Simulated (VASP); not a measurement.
Crystal: InSe.

```xyz
8
Lattice="4.0500 0.0000 0.0000 -2.0250 3.5074 0.0000 0.0000 0.0000 16.9300" Properties=species:S:1:pos:R:3 pbc="T T T"
In    0.0000    2.3383    2.6580
In    2.0250    1.1691   11.1230
In    0.0000    2.3383    5.8070
In    2.0250    1.1691   14.2720
Se    0.0000    2.3383   10.1919
Se    2.0250    1.1691    1.7269
Se    0.0000    2.3383   15.2031
Se    2.0250    1.1691    6.7381
```

```yaml
Program: VASP 6.6.1
Task: relaxation of cell and atoms
Functional: PBE
Dispersion: D3(BJ)
Potentials_or_basis: VASP PAW PBE potentials, release 64 (In_d, Se)
Cutoff: 600 eV
k_mesh: 6 × 6 × 2
Occupations: fermi-dirac, width 0.02 eV
Spin: no spin polarisation
```

At the start: pressure 6.0 GPa; volume 30.06 Å³/atom.

Problem. Where does the relaxation end?

Solution. Over 34 steps the energy falls by 234.6 meV/atom and the volume is 29.53 Å³/atom (-1.8 %); space group P6_3/mmc (No. 194, to 0.05 Å).

Step by step:
| step | energy change (eV) | largest force (eV/Å) | pressure (GPa) | volume (Å³) |
| --- | --- | --- | --- | --- |
| 1 | 0.0000 | 2.8893 | 6.01 | 240.49 |
| 2 | -1.0945 | 0.2728 | -4.43 | 281.32 |
| 3 | -1.3893 | 0.8235 | -2.16 | 266.83 |
| 4 | -1.6614 | 0.3199 | -1.18 | 254.44 |
| 5 | -1.7136 | 0.2776 | -0.30 | 246.83 |
| 6 | -1.8169 | 0.3176 | 0.44 | 240.83 |
| 7 | -1.8405 | 0.3437 | 1.14 | 236.00 |
| 8 | -1.8556 | 0.1483 | -0.63 | 240.56 |
| 9 | -1.8693 | 0.0490 | 0.06 | 238.72 |
| 10 | -1.8693 | 0.0547 | 0.08 | 238.66 |
| 11 | -1.8710 | 0.0500 | -0.01 | 239.00 |
| 12 | -1.8710 | 0.0506 | -0.01 | 239.00 |
| 13 | -1.8718 | 0.0404 | -0.04 | 238.96 |
| 14 | -1.8734 | 0.0478 | -0.07 | 238.84 |
| 15 | -1.8728 | 0.1144 | -0.14 | 238.59 |
| 16 | -1.8738 | 0.0532 | -0.10 | 238.75 |
| 17 | -1.8743 | 0.0490 | -0.08 | 238.46 |
| 18 | -1.8755 | 0.0373 | -0.06 | 237.59 |
| 19 | -1.8751 | 0.0351 | 0.08 | 235.86 |
| 20 | -1.8757 | 0.0276 | 0.02 | 236.87 |
| 21 | -1.8762 | 0.0142 | -0.01 | 236.69 |
| 22 | -1.8764 | 0.0055 | -0.04 | 236.43 |
| 23 | -1.8764 | 0.0048 | -0.04 | 236.44 |
| 24 | -1.8764 | 0.0047 | -0.03 | 236.56 |
| 25 | -1.8764 | 0.0054 | -0.05 | 236.46 |
| 26 | -1.8764 | 0.0057 | -0.04 | 236.45 |
| 27 | -1.8765 | 0.0094 | 0.01 | 236.14 |
| 28 | -1.8765 | 0.0105 | 0.02 | 236.16 |
| 29 | -1.8765 | 0.0102 | 0.01 | 236.21 |
| 30 | -1.8765 | 0.0094 | 0.00 | 236.24 |
| 31 | -1.8765 | 0.0076 | 0.01 | 236.23 |
| 32 | -1.8765 | 0.0076 | 0.00 | 236.22 |
| 33 | -1.8765 | 0.0085 | 0.00 | 236.21 |
| 34 | -1.8765 | 0.0027 | 0.00 | 236.21 |

Final structure:
```cif
data_structure
_symmetry_space_group_name_H-M 'P 1'
_symmetry_Int_Tables_number 1
_cell_length_a 4.0354
_cell_length_b 4.0354
_cell_length_c 16.7491
_cell_angle_alpha 90.000
_cell_angle_beta 90.000
_cell_angle_gamma 120.000
_cell_volume 236.21
loop_
_atom_site_label
_atom_site_type_symbol
_atom_site_fract_x
_atom_site_fract_y
_atom_site_fract_z
_atom_site_occupancy
In1 In 0.33333 0.66667 0.16659 1
In2 In 0.66667 0.33333 0.66659 1
In3 In 0.33333 0.66667 0.33341 1
In4 In 0.66667 0.33333 0.83341 1
Se1 Se 0.33333 0.66667 0.58976 1
Se2 Se 0.66667 0.33333 0.08976 1
Se3 Se 0.33333 0.66667 0.91024 1
Se4 Se 0.66667 0.33333 0.41024 1
```
